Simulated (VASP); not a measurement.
Write the native input for VASP 6.6.1 that does the following.

```
Task                   : single point
Functional             : PBEsol
Potentials or basis    : VASP PAW PBE potentials, release 64 (Os)
Cutoff                 : 520 eV
k mesh                 : 15 × 15 × 9
Occupations            : fermi-dirac, width 0.05 eV
Spin                   : no spin polarisation
Dipole correction      : no
Further INCAR settings : ALGO = Normal; EDIFF = 1e-06; NBANDS = 15
```

The structure of Os lies in POSCAR:

```
Os
1.0
    2.7700791012      0.0000000000      0.0000000000
   -1.3850395506      2.3989588721      0.0000000000
    0.0000000000      0.0000000000      4.3765446767
Os
2
Direct
    0.3333333333      0.6666666667      0.2500000000
    0.6666666667      0.3333333333      0.7500000000
```

This cell differs from its parent crystal: volume scaled by 1.04.

The input as run:

INCAR

```
SYSTEM = Os
PREC = Accurate
ENCUT = 520
EDIFF = 1E-6
ISMEAR = -1
SIGMA = 0.05
LREAL = .FALSE.
LASPH = .TRUE.
NELM = 80
ALGO = Normal
ISIF = 2
LWAVE = .FALSE.
LCHARG = .TRUE.
GGA = PS
LELF = .TRUE.
LVHAR = .TRUE.
NBANDS = 15
```

KPOINTS

```
Automatic mesh
0
G
  15 15 9
  0 0 0
```

Potentials or basis: VASP PAW PBE potentials, release 64 (Os).

The run is started by

```sh
$ cat potpaw_PBE.64/Os/POTCAR > POTCAR
$ mpirun -np 1 vasp_std > vasp.out
```

It gave:

```
Pressure               : -17.8 GPa
Band gap on the k mesh : zero (band 8 reaches 10.66 eV, above the bottom of band 9 at 7.07 eV)
```

Caveat: the PAW data sets were made with another functional, which shifts forces and pressure a little; spin-orbit coupling is left out, which moves the levels of the heavy elements.

It took 49 s on 1 thread of AMD EPYC 9R45 (Zen 5) (shared host), peak memory 0.15 GiB.
